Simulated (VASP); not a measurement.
# LiMg2 (C2/m) in VASP: a series of runs

Runs on LiMg2. Level: LDA. Tasks: electric field gradients.

Program: VASP 6.6.1. These are calculated values, not measurements. Logs are shortened: lines on timing, memory, paths and dates and some standing lists are left out, and cuts for length are marked.

## (1) The cell of the first run

It takes space group C2/m (No. 12, monoclinic). Conventional cell: a = 9.867 Å, b = 3.138 Å, c = 3.148 Å, α = 90.00°, β = 108.47°, γ = 90.00°. Within 3.5 Å of Li (site symmetry 2/m) lie 10 Mg at 2.67 to 3.19 Å and 4 Li at 3.14 to 3.15 Å. Mg (site symmetry m) has 5 Li at 2.67 to 3.19 Å and 9 Mg at 2.80 to 3.15 Å within 3.5 Å.

## (2) Electric field gradients, LDA (15.41 Å³/atom)

File INCAR:

```
ALGO = Normal
EDIFF = 1E-8
ENCUT = 520
ISIF = 2
ISMEAR = -1
LASPH = True
LCHARG = False
LEFG = True
LREAL = False
LWAVE = False
NBANDS = 10
NELM = 100
PREC = Accurate
SIGMA = 0.05
```

File KPOINTS:

```
k-points
0
Gamma
  11 11 11
```

File POSCAR:

```
LiMg2
1.0
    4.9336498189     -1.5690086439      0.0000000000
    4.9336498189      1.5690086439      0.0000000000
   -0.9975713276      0.0000000000      2.9858497507
Li Mg
1 2
Direct
    0.5000000000      0.5000000000      0.5000000000
    0.8413175900      0.8413175900      0.8411383200
    0.1586824100      0.1586824100      0.1588616800
```

Potentials or basis: VASP PAW LDA potentials, release 64 (Li_sv, Mg).

Run with:

```sh
> cat potpaw_LDA.64/Li_sv/POTCAR potpaw_LDA.64/Mg/POTCAR > POTCAR
> mpirun -np 1 vasp_std > vasp.out
```

OUTCAR:

```text
EDIFF = 1E-8
   ENCUT = 520
   ISIF = 2
   ISMEAR = -1
   LASPH = True
   LREAL = False
   NELM = 100
   PREC = Accurate

 ion  position               nearest neighbor table
   1  0.500  0.500  0.500-   3 2.67   3 2.67   2 2.67   2 2.67   3 2.68   2 2.68   3 2.68   2 2.68

   2  0.841  0.841  0.841-   1 2.67   1 2.67   1 2.68   1 2.68   3 2.80   3 2.80   3 2.81   3 2.81
                             3 2.97
   3  0.159  0.159  0.159-   1 2.67   1 2.67   1 2.68   1 2.68   2 2.80   2 2.80   2 2.81   2 2.81
                             2 2.97

  LATTYP: Found a base centered monoclinic cell.
 ALAT       =     9.8672996378
 B/A-ratio  =     0.3180218908
 C/A-ratio  =     0.3190423323
 COS(beta)  =    -0.3168818246

  Lattice vectors:

 A1 = (   4.9336498189,  -1.5690086439,   0.0000000000)
 A2 = (   4.9336498189,   1.5690086439,   0.0000000000)
 A3 = (  -0.9975713276,   0.0000000000,   2.9858497507)

Analysis of symmetry for initial positions (statically):
=====================================================================
 Subroutine PRICEL returns:
 Original cell was already a primitive cell.

 Routine SETGRP: Setting up the symmetry group for a
 base centered monoclinic supercell.

 Subroutine GETGRP returns: Found  4 space group operations
 (whereof  4 operations were pure point group operations)
 out of a pool of  4 trial point group operations.

The static configuration has the point symmetry C_2h.

Analysis of symmetry for dynamics (positions and initial velocities):
=====================================================================
 Subroutine PRICEL returns:
 Original cell was already a primitive cell.

 Routine SETGRP: Setting up the symmetry group for a
 base centered monoclinic supercell.

 Subroutine GETGRP returns: Found  4 space group operations
 (whereof  4 operations were pure point group operations)
 out of a pool of  4 trial point group operations.

The dynamic configuration has the point symmetry C_2h.

 Subroutine INISYM returns: Found  4 space group operations
 (whereof  4 operations are pure point group operations),
 and found     1 'primitive' translations

----------------------------------------------------------------------------------------

                                     Primitive cell

  volume of cell :      46.2266

  direct lattice vectors                    reciprocal lattice vectors
     4.933649819 -1.569008644  0.000000000     0.101344850 -0.318672559  0.033859278
     4.933649819  1.569008644  0.000000000     0.101344850  0.318672559  0.033859278
    -0.997571328  0.000000000  2.985849751     0.000000000  0.000000000  0.334913034

  length of vectors
     5.177131316  5.177131316  3.148086290     0.336109252  0.336109252  0.334913034

  position of ions in fractional coordinates (direct lattice)
     0.500000000  0.500000000  0.500000000
     0.841317590  0.841317590  0.841138320
     0.158682410  0.158682410  0.158861680

  ion indices of the primitive-cell ions
   primitive index   ion index
                 1           1
                 2           2
                 3           3

----------------------------------------------------------------------------------------

 KPOINTS: k-points

Automatic generation of k-mesh.
 Grid dimensions read from file:
 generate k-points for:   11   11   11

 Generating k-lattice:

  Cartesian coordinates                     Fractional coordinates (reciprocal lattice)
     0.009213168 -0.028970233  0.003078116     0.090909091  0.000000000  0.000000000
     0.009213168  0.028970233  0.003078116     0.000000000  0.090909091  0.000000000
     0.000000000  0.000000000  0.030446639     0.000000000  0.000000000  0.090909091

  Length of vectors
     0.030555387  0.030555387  0.030446639

  Shift w.r.t. Gamma in fractional coordinates (k-lattice)
     0.000000000  0.000000000  0.000000000

 Subroutine IBZKPT returns following result:
 ===========================================

 Found    366 irreducible k-points:

 Following reciprocal coordinates:
            Coordinates               Weight
  0.000000  0.000000  0.000000      1.000000
  0.090909  0.000000  0.000000      4.000000
  0.181818 -0.000000  0.000000      4.000000
  0.272727  0.000000 -0.000000      4.000000
  0.363636  0.000000  0.000000      4.000000
  0.454545  0.000000  0.000000      4.000000
[... 16 lines left out ...]
 -0.272727  0.181818  0.000000      4.000000
 -0.181818  0.181818  0.000000      2.000000
 [... further k-points ...]
   k-points           NKPTS =    366   k-points in BZ     NKDIM =    366   number of bands    NBANDS=     10
   number of dos      NEDOS =    301   number of ions     NIONS =      3
   total plane-waves  NPLWV =  38400
   dimension x,y,z NGX =    40 NGY =   40 NGZ =   24
   dimension x,y,z NGXF=    80 NGYF=   80 NGZF=   48
   ions per type =               1   2
   NGX,Y,Z   is equivalent  to a cutoff of  12.84, 12.84, 12.67 a.u.
   NGXF,Y,Z  is equivalent  to a cutoff of  25.69, 25.69, 25.35 a.u.
 SYSTEM =  unknown system
   PREC   = accura    normal or accurate (medium, high low for compatibility)
   ISTART =      0    job   : 0-new  1-cont  2-samecut
   ICHARG =      2    charge: 1-file 2-atom 10-const
   ISPIN  =      1    spin polarized calculation?
   LNONCOLLINEAR =      F non collinear calculations
   LSORBIT =      F    spin-orbit coupling
   LASPH  =      T    aspherical Exc in radial PAW
   ENCUT  =  520.0 eV  38.22 Ry    6.18 a.u.   9.63  9.63  5.85*2*pi/ulx,y,z
   NELM   =    100;   NELMIN=  2; NELMDL= -5     # of ELM steps
   EDIFF  = 0.1E-07   stopping-criterion for ELM
   LREAL  =      F    real-space projection
   EDIFFG = 0.1E-06   stopping-criterion for IOM
   NSW    =      0    number of steps for IOM
   IBRION =     -1    ionic relax: 0-MD 1-quasi-New 2-CG
   NFREE  =      0    steps in history (QN), initial steepest desc. (CG)
   ISIF   =      2    stress and relaxation
   ISYM   =      2    0-nonsym 1-usesym 2-fastsym
   POTIM  = 0.5000    time-step for ionic-motion
   TEBEG  =    0.0;   TEEND  =   0.0 temperature during run
   PSTRESS=    0.0 pullay stress
   NELECT =       7.0000    total number of electrons
   NUPDOWN=      -1.0000    fix difference up-down
   EMIN   =  10.00;   EMAX   =-10.00  energy-range for DOS
   EFERMI =   0.00;   METHOD = LEGACY
   ISMEAR =    -1;   SIGMA  =   0.05  broadening in eV -4-tet -1-fermi 0-gaus
   EFERMI_NEDOS =   21; number of points for ismear=-14 and -15
   IALGO  =     38    algorithm
   IMIX   =      4    mixing-type and parameters
     AMIX     =   0.40;   BMIX     =  1.00
     AMIX_MAG =   1.60;   BMIX_MAG =  1.00
  volume/ion in A,a.u.               =      15.41       103.98
  Fermi-wavevector in a.u.,A,eV,Ry     =   0.872590  1.648956 10.359661  0.761414
  Thomas-Fermi vector in A             =   1.991861
   LORBIT       =      0    0 simple, 1 ext, 2 COOP (PROOUT), +10 PAW based schemes
   GGA     = CA    functional components
   LHFCALC =     F    Hartree Fock is set to
   AEXX    =    0.0000 exact exchange contribution
   IVDW    =     0    specifies the selected vdW correction
   LEPSILON=     F    determine dielectric tensor
   LRPA    =     F    only Hartree local field effects (RPA)
 non-spin polarized calculation
  energy-cutoff  :      520.00
  volume of cell :       46.23
 maximum number of plane-waves:      1261
   NGX = 19   NGY = 19   NGZ = 11

 number of electron       7.0000004 magnetization

 Free energy of the ion-electron system (eV)
  ---------------------------------------------------
  ext. energy  EPLUGINS =         0.00000000
  ---------------------------------------------------
  free energy    TOTEN  =        -5.50236800 eV

  energy without entropy =       -5.49596832  energy(sigma->0) =       -5.49916816

 E-fermi :   3.6025     XC(G=0):  -9.4141

 val. band max:        3.5993055500   @ k =  -0.0909  -0.0909   0.2727
 cond. band min:       3.6030031635   @ k =  -0.0909   0.0909   0.0909
 fundamental gap:      0.0036976135
 Fermi energy:         3.6024682988

 k-point     1 :       0.0000    0.0000    0.0000
  band No.  band energies     occupation
      1     -41.3547      2.00000
      2      -3.6298      2.00000
      3       2.2931      2.00000
      4       2.9474      2.00000
      5      10.2683      0.00000
      6      10.3152      0.00000
      7      10.3975      0.00000
      8      11.1232      0.00000
      9      11.2210      0.00000
     10      11.7422      0.00000

 k-point     2 :       0.0909    0.0000    0.0000
  band No.  band energies     occupation
      1     -41.3542      2.00000
      2      -3.5024      2.00000
      3       2.1239      2.00000
      4       3.3193      1.99308
      5       8.6911      0.00000
      6       9.2796      0.00000
      7      10.3536      0.00000
      8      11.3094      0.00000
      9      12.0444      0.00000
     10      13.0828      0.00000

 k-point     3 :       0.1818   -0.0000    0.0000
  band No.  band energies     occupation
      1     -41.3528      2.00000
      2      -3.1214      2.00000
      3       1.9783      2.00000
      4       3.9972      0.00075
      5       6.7283      0.00000
      6       7.8336      0.00000
      7      10.5290      0.00000
      8      11.8234      0.00000
      9      12.7318      0.00000
     10      14.5005      0.00000

 k-point     4 :       0.2727    0.0000   -0.0000
  band No.  band energies     occupation
      1     -41.3511      2.00000
      2      -2.4913      2.00000
      3       1.9958      2.00000
      4       3.9539      0.00177
      5       5.8025      0.00000
      6       6.6128      0.00000
      7      10.8813      0.00000
      8      12.6046      0.00000
      9      13.3411      0.00000
     10      14.8618      0.00000
[... 222 lines left out ...]
 k-point    22 :      -0.3636    0.1818   -0.0000
  band No.  band energies     occupation
      1     -41.3485      2.00000
      2      -0.0522      2.00000
      3       0.5029      2.00000
      4       1.6958      2.00000
      5       6.0060      0.00000
      6       7.9289      0.00000
      7      11.2193      0.00000
      8      11.7409      0.00000
      9      13.3783      0.00000
     10      14.3295      0.00000

 k-point    23 :      -0.2727    0.1818    0.0000
  band No.  band energies     occupation
      1     -41.3485      2.00000
      2      -0.8173      2.00000
      3       1.5076      2.00000
      4       2.3235      2.00000
      5       5.3602      0.00000
      6       6.3696      0.00000
      7      12.2799      0.00000
      8      13.0285      0.00000
      9      13.5887      0.00000
     10      14.1027      0.00000

 k-point    24 :      -0.1818    0.1818    0.0000
  band No.  band energies     occupation
      1     -41.3495      2.00000
      2      -1.8059      2.00000
      3       2.8578      2.00000
      4       3.0762      1.99995
      5       4.7275      0.00000
      6       5.6608      0.00000
      7      11.9228      0.00000
      8      12.7032      0.00000
      9      14.5340      0.00000
     10      14.9269      0.00000

 [... further k-points ...]
[... 5 lines left out ...]
  --------------------------------------------------------------------------------------
  -------------------------------------------------------------------------------------
  Total        4.0498751      3.3474341      3.3674425      0.0000000      0.0000000      0.2047637
  in kB      140.3655738    116.0195059    116.7129831      0.0000000      0.0000000      7.0969530
  external PRESSURE =     124.3660209 kB  Pullay stress =       0.0000000 kB

 VOLUME and BASIS-vectors are now :
 -----------------------------------------------------------------------------
  energy-cutoff  :      520.00
  volume of cell :       46.23
      direct lattice vectors                 reciprocal lattice vectors
     4.933649819 -1.569008644  0.000000000     0.101344850 -0.318672559  0.033859278
     4.933649819  1.569008644  0.000000000     0.101344850  0.318672559  0.033859278
    -0.997571328  0.000000000  2.985849751     0.000000000  0.000000000  0.334913034

 POSITION                                       TOTAL-FORCE (eV/Angst)
 -----------------------------------------------------------------------------------
      4.43486      0.00000      1.49292         0.000000      0.000000     -0.000000
      7.46244      0.00000      2.51151         0.271807     -0.000000      0.090686
      1.40729      0.00000      0.47434        -0.271807     -0.000000     -0.090686
 -----------------------------------------------------------------------------------
    total drift:                                0.000000      0.000000     -0.000000

  FREE ENERGIE OF THE ION-ELECTRON SYSTEM (eV)
  ---------------------------------------------------
  free  energy   TOTEN  =        -5.5023679994 eV

  energy  without entropy=       -5.4959683164  energy(sigma->0) =       -5.49916816

 Electric field gradients (V/A^2)
---------------------------------------------------------------------
 ion       V_xx      V_yy      V_zz      V_xy      V_xz      V_yz
---------------------------------------------------------------------
   1       0.021    -0.016    -0.005    -0.000    -0.011     0.000
   2      -2.851     1.593     1.258    -0.000    -1.506     0.000
   3      -2.851     1.593     1.258    -0.000    -1.506     0.000
---------------------------------------------------------------------

 Electric field gradients after diagonalization (V/A^2)
 (convention: |V_zz| > |V_xx| > |V_yy|)
----------------------------------------------------------------------
 ion       V_xx      V_yy      V_zz     asymmetry (V_yy - V_xx)/ V_zz
----------------------------------------------------------------------
   1      -0.016    -0.009     0.025       0.280
   2       1.751     1.593    -3.344       0.047
   3       1.751     1.593    -3.344       0.047
----------------------------------------------------------------------

           NMR quadrupolar parameters

 Cq : quadrupolar parameter    Cq=e*Q*V_zz/h
 eta: asymmetry parameters     (V_yy - V_xx)/ V_zz
 Q  : nuclear electric quadrupole moment in mb (millibarn)
----------------------------------------------------------------------
 ion       Cq(MHz)       eta       Q (mb)
----------------------------------------------------------------------
   1       0.000       0.280       1.000
   2      -0.008       0.047       1.000
   3      -0.008       0.047       1.000
----------------------------------------------------------------------
```

Run time: 2.5 min. Hardware: 1 thread of Intel Xeon Platinum 8488C (Sapphire Rapids), shared host; peak memory 0.3 GiB.

What came out:

```
Free energy                             : -5.5024 eV
Largest force                           : 0.287 eV/Å
Band gap on the k mesh                  : zero (an odd number of electrons rules out a gap without spin polarisation)
Largest electric field gradient by atom : Li +0.0; Mg -3.3 V/Å²
```

Forces on the atoms (eV/Å):
```
Li   0.000  0.000  0.000
Mg   0.272  0.000  0.091
Mg  -0.272  0.000 -0.091
```

Electric field gradients, principal values (V/Å²):
| atom | least | middle | greatest (by size) |
| --- | --- | --- | --- |
| 1 Li | -0.009 | -0.016 | 0.025 |
| 2 Mg | 1.593 | 1.751 | -3.344 |
| 3 Mg | 1.593 | 1.751 | -3.344 |

Caveat: the cutoff is under 1.25 times the usual one of these potentials, so pressure, stress and relaxed cells hold a basis-set (Pulay) error; without QUAD_EFG the Cq values of the log hold for a quadrupole moment of 1 mb, not for the nuclei.

(Continued in part 2 of 2.)
